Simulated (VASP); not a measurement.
## Y2Si2F: relaxation of cell and atoms with PBE

Crystal: Y2Si2F.

```
Y Si F
1.0
     4.07611    0.00000    0.00000
    -2.03806    3.53002    0.00000
     0.00000    0.00000    6.86959
Y Si F
2 2 1
Direct
  0.33333 0.66667 0.26000
  0.66667 0.33333 0.74000
  0.33333 0.66667 0.62000
  0.66667 0.33333 0.38000
  0.00000 0.00000 0.00000
```

| Quantity | Value |
| --- | --- |
| Program | VASP 6.6.1 |
| Task | relaxation of cell and atoms |
| Functional | PBE |
| Potentials or basis | VASP PAW PBE potentials, release 64 (Y_sv, Si, F) |
| Cutoff | 600 eV |
| k mesh | 6 × 6 × 4 |
| Occupations | gaussian, width 0.1 eV |
| Spin | no spin polarisation |
| Dipole correction | no |
| Further INCAR settings | ALGO = Normal; EDIFF = 1e-07; IBRION = 2; EDIFFG = -0.04; NSW = 90; ISIF = 3 |

The relaxed volume is 19.20 Å³/atom, the relaxed cell is a = 3.721 Å, b = 3.721 Å, c = 8.006 Å, α = 90.00°, β = 90.00°, γ = 120.00° and the space group after relaxing (to 0.05 Å) is P-3m1 (No. 164). The energy gained by relaxing is 998.5 meV/atom. The ionic steps are 15. The pressure after relaxing is -0.1 GPa. The largest force after relaxing is 0.021 eV/Å.

Forces in eV/Å, atoms in the order of the input:
```
Y    0.000  0.000  0.021
Y    0.000  0.000 -0.021
Si   0.000  0.000 -0.018
Si   0.000  0.000  0.018
F    0.000  0.000  0.000
```

Stress tensor (GPa, compression positive):
```
-0.27  0.00  0.00
 0.00 -0.27  0.00
 0.00  0.00  0.11
```

Step by step:
```csv
step,energy change (eV),largest force (eV/Å),pressure (GPa),volume (Å³)
1,0.0000,5.0813,20.78,98.84
2,-1.8065,0.5557,-7.89,140.24
3,-2.2254,1.0550,-2.60,125.24
4,-2.2262,1.1106,-2.31,124.64
5,-2.5649,1.1644,-2.68,120.84
6,-3.8059,1.9126,-4.34,109.64
7,-4.0226,2.6537,8.59,88.15
8,-4.6014,1.4778,-4.04,101.13
9,-4.7306,1.3197,-0.24,94.61
10,-4.7589,1.0337,-2.22,97.05
11,-4.5793,1.3447,10.23,86.42
12,-4.8649,0.8454,1.62,92.66
13,-4.9699,0.2512,-0.01,95.60
14,-4.9710,0.2872,-0.14,95.96
15,-4.9924,0.0207,-0.14,95.98
```

Final structure:
```yaml
crystal:
  lattice:
    - [3.72080, 0.00000, 0.00000]
    - [-1.86040, 3.22231, 0.00000]
    - [0.00000, 0.00000, 8.00563]
  atoms:
    - { symbol: Y, position: [0.33333, 0.66667, 0.19026] }
    - { symbol: Y, position: [0.66667, 0.33333, 0.80974] }
    - { symbol: Si, position: [0.33333, 0.66667, 0.56360] }
    - { symbol: Si, position: [0.66667, 0.33333, 0.43640] }
    - { symbol: F, position: [0.00000, 0.00000, 0.00000] }
```

Levels at points of the mesh, in eV from the Fermi level:
```
           k point  band 15  band 16  band 17  band 18  band 19  band 20  band 21  band 22
(0.00, 0.00, 0.00)    -3.09    -1.16    -1.16    -0.56     0.42     1.05     1.23     1.23
(0.50, 0.00, 0.00)    -3.67    -2.64    -2.57    -1.32    -0.83     1.24     1.62     2.11
(0.00, 0.00, 0.50)    -2.30    -1.09    -1.09    -0.48     0.03     0.70     0.70     1.94
(0.50, 0.00, 0.50)    -3.59    -2.65    -2.64    -1.38    -0.48     1.26     1.34     1.45
```

Wall time 7.7 min on 1 thread of Intel(R) Xeon(R) 6975P-C (Granite Rapids), on a shared host, peak memory 0.31 GiB.

Caveat: an odd number of electrons without spin polarisation forces a metal; a magnetic or distorted state may lie lower.
